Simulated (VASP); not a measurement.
FeI2:

```
Fe I
1.0
     3.65420    0.00000    0.00000
    -1.82710    3.16463    0.00000
     0.00000    0.00000    6.10540
Fe I
1 2
Direct
  0.00000 0.00000 0.00000
  0.33333 0.66667 0.25000
  0.66667 0.33333 0.75000
```

Base run:

```yaml
Program: VASP 6.6.1
Functional: PBEsol
Potentials_or_basis: VASP PAW PBE potentials, release 64 (Fe, I)
Cutoff: 520 eV
k_mesh: 8 × 8 × 5
Occupations: fermi-dirac, width 0.05 eV
Spin: collinear spin, ferromagnetic start
Starting_moments: "[0.75, 0.0, 0.0] μB"
```

Its results: pressure 1.2 GPa; net moment 0.00 μB per cell; largest force 1.257 eV/Å.

**Question.** The run is repeated on the same cell with these changes: further incar settings from ALGO = Normal; EDIFF = 1e-07; NBANDS = 22 to ALGO = Normal; EDIFF = 1e-06; NBANDS = 22; moments at the start from [0.75, 0.0, 0.0] to [3.0, 0.0, 0.0]. What comes out?

**Answer.** Pressure 10.5 GPa; net moment 3.34 μB per cell; site moments Fe +2.87; I +0.12 μB; largest force 0.821 eV/Å.

Caveats: the PAW data sets were made with another functional, which shifts forces and pressure a little; this functional lacks dispersion, which binds layers or chains, so the pressure and a relaxed spacing across them are unreliable; the stress differs along the axes, from -4 to 4 GPa (at least some runs); the moments typed at the start vanished in this run (at least some runs); the cell stands under pressure (at least some runs).
